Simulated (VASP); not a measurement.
# CuO (P6_3mc) in VASP: a series of runs

CuO is run at these levels: PBE, LDA, PBE+U; tasks: single point.

Everything below comes from runs of VASP 6.6.1. Logs are shortened: lines on timing, memory, paths and dates and some standing lists are left out, and cuts for length are marked.

## 1. The cell of the first run

Symmetry: P6_3mc, No. 186, hexagonal system. The conventional cell has a = 3.221 Å, b = 3.221 Å, c = 5.275 Å, α = 90.00°, β = 90.00°, γ = 120.00°. Cu (site symmetry 3m) has 4 O at 1.97 to 1.98 Å within 2.6 Å. Within 2.6 Å of O (site symmetry 3m) lie 4 Cu at 1.97 to 1.98 Å.

## 2. Single point, PBE

Input file INCAR:

```
  PREC = Accurate
  ENCUT = 820
  EDIFF = 1E-6
  ISMEAR = -1
  SIGMA = 0.05
  LREAL = F
  LASPH = T
  NELM = 120
  ALGO = Normal
  ISIF = 2
  LWAVE = F
  LCHARG = T
  GGA = PE
  LELF = T
  LVHAR = T
  NBANDS = 33
  GGA_COMPAT = F
```

Input file KPOINTS:

```
regular mesh
0
Gamma
  9 9 5
```

Input file POSCAR:

```
CuO
1.0
    3.2209030567      0.0000000000      0.0000000000
   -1.6104515235      2.7893838657      0.0000000000
    0.0000000000      0.0000000000      5.2750955479
Cu O
2 2
Direct
    0.6666666667      0.3333333333      0.0000000000
    0.3333333333      0.6666666667      0.5000000000
    0.6666666667      0.3333333333      0.6252000000
    0.3333333333      0.6666666667      0.1252000000
```

Potentials or basis: VASP PAW PBE potentials, release 64 (Cu_sv_GW, O).

Started as:

```bash
$ cat potpaw_PBE.64/Cu_sv_GW/POTCAR potpaw_PBE.64/O/POTCAR > POTCAR
$ mpirun -np 1 vasp_std > vasp.out
```

OUTCAR:

```text
PREC = Accurate
   ENCUT = 820
   EDIFF = 1E-6
   ISMEAR = -1
   LREAL = F
   LASPH = T
   NELM = 120
   ISIF = 2
   GGA = PE

 ion  position               nearest neighbor table
   1  0.667  0.333  0.000-   4 1.97   4 1.97   4 1.97   3 1.98
   2  0.333  0.667  0.500-   3 1.97   3 1.97   3 1.97   4 1.98
   3  0.667  0.333  0.625-   2 1.97   2 1.97   2 1.97   1 1.98
   4  0.333  0.667  0.125-   1 1.97   1 1.97   1 1.97   2 1.98

  LATTYP: Found a hexagonal cell.
 ALAT       =     3.2209030567
 C/A-ratio  =     1.6377691148

  Lattice vectors:

 A1 = (   3.2209030567,   0.0000000000,   0.0000000000)
 A2 = (  -1.6104515235,   2.7893838657,   0.0000000000)
 A3 = (   0.0000000000,   0.0000000000,   5.2750955479)

Analysis of symmetry for initial positions (statically):
=====================================================================
 Subroutine PRICEL returns:
 Original cell was already a primitive cell.

 Routine SETGRP: Setting up the symmetry group for a
 hexagonal supercell.

 Subroutine GETGRP returns: Found 12 space group operations
 (whereof  6 operations were pure point group operations)
 out of a pool of 24 trial point group operations.

The static configuration has the point symmetry C_3v.
 The point group associated with its full space group is C_6v.

Analysis of symmetry for dynamics (positions and initial velocities):
=====================================================================
 Subroutine PRICEL returns:
 Original cell was already a primitive cell.

 Routine SETGRP: Setting up the symmetry group for a
 hexagonal supercell.

 Subroutine GETGRP returns: Found 12 space group operations
 (whereof  6 operations were pure point group operations)
 out of a pool of 24 trial point group operations.

The dynamic configuration has the point symmetry C_3v.
 The point group associated with its full space group is C_6v.

 Subroutine INISYM returns: Found 12 space group operations
 (whereof  6 operations are pure point group operations),
 and found     1 'primitive' translations

----------------------------------------------------------------------------------------

                                     Primitive cell

  volume of cell :      47.3932

  direct lattice vectors                    reciprocal lattice vectors
     3.220903057  0.000000000  0.000000000     0.310471934  0.179251054  0.000000000
    -1.610451524  2.789383866  0.000000000     0.000000000  0.358502109  0.000000000
     0.000000000  0.000000000  5.275095548     0.000000000  0.000000000  0.189570026

  length of vectors
     3.220903057  3.220903050  5.275095548     0.358502109  0.358502109  0.189570026

  position of ions in fractional coordinates (direct lattice)
     0.666666667  0.333333333  0.000000000
     0.333333333  0.666666667  0.500000000
     0.666666667  0.333333333  0.625200000
     0.333333333  0.666666667  0.125200000

  ion indices of the primitive-cell ions
   primitive index   ion index
                 1           1
                 2           2
                 3           3
                 4           4

----------------------------------------------------------------------------------------

 KPOINTS: regular mesh

Automatic generation of k-mesh.
 Grid dimensions read from file:
 generate k-points for:    9    9    5

 Generating k-lattice:

  Cartesian coordinates                     Fractional coordinates (reciprocal lattice)
     0.034496882  0.019916784  0.000000000     0.111111111  0.000000000  0.000000000
     0.000000000  0.039833568  0.000000000     0.000000000  0.111111111  0.000000000
     0.000000000  0.000000000  0.037914005     0.000000000  0.000000000  0.200000000

  Length of vectors
     0.039833568  0.039833568  0.037914005

  Shift w.r.t. Gamma in fractional coordinates (k-lattice)
     0.000000000  0.000000000  0.000000000

 Subroutine IBZKPT returns following result:
 ===========================================

 Found     36 irreducible k-points:

 Following reciprocal coordinates:
            Coordinates               Weight
  0.000000  0.000000  0.000000      1.000000
  0.111111 -0.000000  0.000000      6.000000
  0.222222  0.000000  0.000000      6.000000
  0.333333  0.000000  0.000000      6.000000
  0.444444  0.000000  0.000000      6.000000
  0.111111  0.111111  0.000000      6.000000
[... 16 lines left out ...]
  0.333333  0.222222  0.200000     24.000000
  0.333333  0.333333  0.200000      4.000000
 [... further k-points ...]
   k-points           NKPTS =     36   k-points in BZ     NKDIM =     36   number of bands    NBANDS=     33
   number of dos      NEDOS =    301   number of ions     NIONS =      4
   total plane-waves  NPLWV =  45000
   dimension x,y,z NGX =    30 NGY =   30 NGZ =   50
   dimension x,y,z NGXF=    60 NGYF=   60 NGZF=  100
   ions per type =               2   2
   NGX,Y,Z   is equivalent  to a cutoff of  15.48, 15.48, 15.76 a.u.
   NGXF,Y,Z  is equivalent  to a cutoff of  30.97, 30.97, 31.52 a.u.
 SYSTEM =  unknown system
   PREC   = accura    normal or accurate (medium, high low for compatibility)
   ISTART =      0    job   : 0-new  1-cont  2-samecut
   ICHARG =      2    charge: 1-file 2-atom 10-const
   ISPIN  =      1    spin polarized calculation?
   LNONCOLLINEAR =      F non collinear calculations
   LSORBIT =      F    spin-orbit coupling
   LASPH  =      T    aspherical Exc in radial PAW
   ENCUT  =  820.0 eV  60.27 Ry    7.76 a.u.   7.52  7.52 12.32*2*pi/ulx,y,z
   NELM   =    120;   NELMIN=  2; NELMDL= -5     # of ELM steps
   EDIFF  = 0.1E-05   stopping-criterion for ELM
   LREAL  =      F    real-space projection
   EDIFFG = 0.1E-04   stopping-criterion for IOM
   NSW    =      0    number of steps for IOM
   IBRION =     -1    ionic relax: 0-MD 1-quasi-New 2-CG
   NFREE  =      0    steps in history (QN), initial steepest desc. (CG)
   ISIF   =      2    stress and relaxation
   ISYM   =      2    0-nonsym 1-usesym 2-fastsym
   POTIM  = 0.5000    time-step for ionic-motion
   TEBEG  =    0.0;   TEEND  =   0.0 temperature during run
   PSTRESS=    0.0 pullay stress
   NELECT =      50.0000    total number of electrons
   NUPDOWN=      -1.0000    fix difference up-down
   EMIN   =  10.00;   EMAX   =-10.00  energy-range for DOS
   EFERMI =   0.00;   METHOD = LEGACY
   ISMEAR =    -1;   SIGMA  =   0.05  broadening in eV -4-tet -1-fermi 0-gaus
   EFERMI_NEDOS =   21; number of points for ismear=-14 and -15
   IALGO  =     38    algorithm
   IMIX   =      4    mixing-type and parameters
     AMIX     =   0.40;   BMIX     =  1.00
     AMIX_MAG =   1.60;   BMIX_MAG =  1.00
  volume/ion in A,a.u.               =      11.85        79.96
  Fermi-wavevector in a.u.,A,eV,Ry     =   1.666580  3.149379 37.790015  2.777488
  Thomas-Fermi vector in A             =   2.752751
   LORBIT       =      0    0 simple, 1 ext, 2 COOP (PROOUT), +10 PAW based schemes
   GGA     = PE    functional components
   LHFCALC =     F    Hartree Fock is set to
   AEXX    =    0.0000 exact exchange contribution
   IVDW    =     0    specifies the selected vdW correction
   LEPSILON=     F    determine dielectric tensor
   LRPA    =     F    only Hartree local field effects (RPA)
 non-spin polarized calculation
  energy-cutoff  :      820.00
  volume of cell :       47.39
 maximum number of plane-waves:      2559
 NGX is ok and might be reduce to    30
   NGX = 15   NGY = 15   NGZ = 25

 number of electron      50.0000001 magnetization

 Free energy of the ion-electron system (eV)
  ---------------------------------------------------
  ext. energy  EPLUGINS =         0.00000000
  ---------------------------------------------------
  free energy    TOTEN  =       -19.24436526 eV

  energy without entropy =      -19.19681947  energy(sigma->0) =      -19.22059236

 E-fermi :   3.7754     XC(G=0): -11.2186

 val. band max:        3.7548775049   @ k =   0.1111  -0.0000   0.2000
 cond. band min:       3.7781873099   @ k =   0.3333   0.1111   0.2000
 fundamental gap:      0.0233098050
 Fermi energy:         3.7753786985

 k-point     1 :       0.0000    0.0000    0.0000
  band No.  band energies     occupation
      1    -108.2757      2.00000
      2    -108.2753      2.00000
      3     -65.6628      2.00000
      4     -65.6628      2.00000
      5     -65.6618      2.00000
      6     -65.6618      2.00000
[... 25 lines left out ...]
     32      18.1454      0.00000
     33      18.7475      0.00000

 k-point     2 :       0.1111   -0.0000    0.0000
  band No.  band energies     occupation
      1    -108.2757      2.00000
      2    -108.2752      2.00000
      3     -65.6632      2.00000
      4     -65.6630      2.00000
      5     -65.6624      2.00000
      6     -65.6619      2.00000
[... 25 lines left out ...]
     32      17.8265      0.00000
     33      18.5668      0.00000

 k-point     3 :       0.2222    0.0000    0.0000
  band No.  band energies     occupation
      1    -108.2757      2.00000
      2    -108.2753      2.00000
      3     -65.6646      2.00000
      4     -65.6639      2.00000
      5     -65.6636      2.00000
      6     -65.6624      2.00000
[... 25 lines left out ...]
     32      17.7263      0.00000
     33      17.7749      0.00000

 k-point     4 :       0.3333    0.0000    0.0000
  band No.  band energies     occupation
      1    -108.2754      2.00000
      2    -108.2751      2.00000
      3     -65.6661      2.00000
      4     -65.6654      2.00000
      5     -65.6639      2.00000
      6     -65.6624      2.00000
[... 673 lines left out ...]
     32      15.4589      0.00000
     33      16.0348      0.00000

 k-point    23 :       0.3333    0.2222    0.2000
  band No.  band energies     occupation
      1    -108.2752      2.00000
      2    -108.2751      2.00000
      3     -65.6663      2.00000
      4     -65.6660      2.00000
      5     -65.6649      2.00000
      6     -65.6641      2.00000
[... 25 lines left out ...]
     32      15.0498      0.00000
     33      16.8140      0.00000

 k-point    24 :       0.3333    0.3333    0.2000
  band No.  band energies     occupation
      1    -108.2751      2.00000
      2    -108.2751      2.00000
      3     -65.6658      2.00000
      4     -65.6658      2.00000
      5     -65.6657      2.00000
      6     -65.6646      2.00000
[... 25 lines left out ...]
     32      14.1897      0.00000
     33      17.3270      0.00000

 [... further k-points ...]

------------------------ aborting loop because EDIFF is reached ----------------------------------------

  FORCE on cell =-STRESS in cart. coord.  units (eV):
  Direction    XX          YY          ZZ          XY          YZ          ZX
  --------------------------------------------------------------------------------------
  -------------------------------------------------------------------------------------
  Total       -1.1522322     -1.1522322     -0.5762009     -0.0000000      0.0000000      0.0000000
  in kB      -38.9524084    -38.9524083    -19.4790728     -0.0000001      0.0000000      0.0000000
  external PRESSURE =     -32.4612965 kB  Pullay stress =       0.0000000 kB

 VOLUME and BASIS-vectors are now :
 -----------------------------------------------------------------------------
  energy-cutoff  :      820.00
  volume of cell :       47.39
      direct lattice vectors                 reciprocal lattice vectors
     3.220903057  0.000000000  0.000000000     0.310471934  0.179251054  0.000000000
    -1.610451524  2.789383866  0.000000000     0.000000000  0.358502109  0.000000000
     0.000000000  0.000000000  5.275095548     0.000000000  0.000000000  0.189570026

 POSITION                                       TOTAL-FORCE (eV/Angst)
 -----------------------------------------------------------------------------------
      1.61045      0.92979      0.00000         0.000000     -0.000000     -0.101034
      0.00000      1.85959      2.63755        -0.000000      0.000000     -0.101034
      1.61045      0.92979      3.29799        -0.000000     -0.000000      0.101034
      0.00000      1.85959      0.66044         0.000000      0.000000      0.101034
 -----------------------------------------------------------------------------------
    total drift:                                0.000001      0.000000      0.002552

  FREE ENERGIE OF THE ION-ELECTRON SYSTEM (eV)
  ---------------------------------------------------
  free  energy   TOTEN  =       -19.2443652560 eV

  energy  without entropy=      -19.1968194705  energy(sigma->0) =      -19.22059236
```

Run time: 78 s. Hardware: 1 thread of Intel Xeon 6975P-C (Granite Rapids), shared host; peak memory 0.27 GiB.

Results:

```
Free energy            : -19.2444 eV
Pressure               : -3.2 GPa
Largest force          : 0.101 eV/Å
Band gap on the k mesh : zero (bands 25 and 26 overlap by 1.43 eV)
```

Forces in eV/Å, atoms in the order of the input:
```
Cu   0.000  0.000 -0.101
Cu   0.000  0.000 -0.101
O    0.000  0.000  0.101
O    0.000  0.000  0.101
```

Levels at points of the mesh, in eV from the Fermi level:
| k point | band 23 | band 24 | band 25 | band 26 | band 27 | band 28 |
| --- | --- | --- | --- | --- | --- | --- |
| (0.00, 0.00, 0.00) | 0.02 | 0.68 | 0.80 | 0.80 | 0.98 | 5.85 |

Caveat: the cell stands under tension; semilocal functionals often make such compounds metallic where correlation or magnetic order opens a gap, which also shifts bond lengths. With open d or f shells a metallic result of PBE can be an artefact of self-interaction; +U or a hybrid may open a gap.

## 3. Single point, LDA

This run uses another cell than the first one, of 10.53 Å³/atom.

Input file INCAR:

```
SYSTEM = CuO
  PREC = Accurate
  ENCUT = 820
  EDIFF = 1E-6
  ISMEAR = -1
  SIGMA = 0.05
  LREAL = .False.
  LASPH = .True.
  NELM = 120
  ALGO = Normal
  ISIF = 2
  LWAVE = .False.
  LCHARG = .False.
  GGA = CA
  NBANDS = 33
  GGA_COMPAT = .False.
```

Input file KPOINTS:

```
Automatic mesh
0
Gamma
  9 9 5
  0 0 0
```

Input file POSCAR:

```
CuO
1.0
    3.0322264366     -0.0000000027      0.0000000000
   -1.5161132160      2.6259851255      0.0000000000
    0.0000000000      0.0000000000      5.2882935169
Cu O
2 2
Direct
    0.6666666667      0.3333333333     -0.0108440332
    0.3333333333      0.6666666667      0.4891559668
    0.6666666667      0.3333333333      0.6360440332
    0.3333333333      0.6666666667      0.1360440332
```

Potentials or basis: VASP PAW LDA potentials, release 64 (Cu_sv_GW, O).

Started as:

```bash
$ cat potpaw_LDA.64/Cu_sv_GW/POTCAR potpaw_LDA.64/O/POTCAR > POTCAR
$ mpirun -np 1 vasp_std > vasp.out
```

Wall time 1.7 min (1 thread of Intel Xeon Platinum 8259CL at 2.50GHz (Skylake/Cascade Lake), shared host); peak memory 0.23 GiB.

Results (log left out):

```yaml
Free_energy: -23.0121 eV
Pressure: 0.1 GPa
Band_gap_on_the_k_mesh: zero (bands 25 and 26 overlap by 1.47 eV)
```

Stress tensor (GPa, compression positive):
```
0.01 0.00 0.00
0.00 0.01 0.00
0.00 0.00 0.30
```

Levels at points of the mesh, in eV from the Fermi level:
```tsv
k point	band 22	band 23	band 24	band 25	band 26	band 27	band 28	band 29
(0.00, 0.00, 0.00)	-0.22	-0.22	0.61	0.84	0.84	1.31	6.48	7.80
```

Caveat: semilocal functionals often make such compounds metallic where correlation or magnetic order opens a gap, which also shifts bond lengths. With open d or f shells a metallic result of LDA can be an artefact of self-interaction; +U or a hybrid may open a gap.

## 4. Single point, PBE+U

This run uses another cell than the first one, of 12.60 Å³/atom.

Input file INCAR:

```
PREC = Accurate
ENCUT = 820
EDIFF = 1E-6
ISMEAR = -1
SIGMA = 0.05
LREAL = F
LASPH = T
NELM = 200
ALGO = Normal
ISIF = 2
LWAVE = F
LCHARG = F
LMAXMIX = 4
LDAU = T
LDAUTYPE = 2
LDAUL = 2 -1
LDAUU = 5 0
LDAUJ = 0 0
LDAUPRINT = 1
GGA = PE
NBANDS = 33
GGA_COMPAT = F
```

Input file KPOINTS:

```
regular mesh
0
Gamma
  9 9 5
```

Input file POSCAR:

```
CuO
1.0
    3.2880244300      0.0000000000      0.0000000000
   -1.6440122100      2.8475126800      0.0000000000
    0.0000000000      0.0000000000      5.3850248600
Cu O
2 2
Direct
    0.6666666667      0.3333333333      0.0000000000
    0.3333333333      0.6666666667      0.5000000000
    0.6666666667      0.3333333333      0.6252000000
    0.3333333333      0.6666666667      0.1252000000
```

Potentials or basis: VASP PAW PBE potentials, release 64 (Cu_sv_GW, O).

Started as:

```bash
$ cat potpaw_PBE.64/Cu_sv_GW/POTCAR potpaw_PBE.64/O/POTCAR > POTCAR
$ mpirun -np 1 vasp_std > vasp.out
```

Wall time 87 s (1 thread of Intel Xeon 6975P-C (Granite Rapids), shared host); peak memory 0.29 GiB.

It converged, with:

```yaml
Free_energy: -14.4328 eV
Pressure: -9.4 GPa
Largest_force: 0.034 eV/Å
Band_gap_on_the_k_mesh: zero (bands 25 and 26 overlap by 1.43 eV)
```

Forces in eV/Å, atoms in the order of the input:
```
Cu   0.000  0.000 -0.034
Cu   0.000  0.000 -0.034
O    0.000  0.000  0.034
O    0.000  0.000  0.034
```

Stress tensor (GPa, compression positive):
```
-10.07   0.00   0.00
  0.00 -10.07   0.00
  0.00   0.00  -8.12
```

Levels at points of the mesh, in eV from the Fermi level:
| k point | band 21 | band 22 | band 23 | band 24 | band 25 | band 26 | band 27 | band 28 | band 29 | band 30 |
| --- | --- | --- | --- | --- | --- | --- | --- | --- | --- | --- |
| (0.00, 0.00, 0.00) | -1.89 | 0.05 | 0.05 | 0.66 | 0.80 | 0.80 | 1.53 | 6.28 | 8.19 | 14.11 |

Eigenvalues of the final occupation matrices:
| site | spin | trace | eigenvalues |
| --- | --- | --- | --- |
| site 1 d | 1 | 4.50 | 0.87 0.87 0.89 0.94 0.94 |
| site 1 d | 2 | 4.50 | 0.87 0.87 0.89 0.94 0.94 |
| site 2 d | 1 | 4.50 | 0.87 0.87 0.89 0.94 0.94 |
| site 2 d | 2 | 4.50 | 0.87 0.87 0.89 0.94 0.94 |

Caveat: the cell stands under tension; U without spin polarisation on a metal has little footing.

(Part 1 of 2 ends here.)

The gap in the log of VASP goes by the Fermi energy; the results here count the filled bands.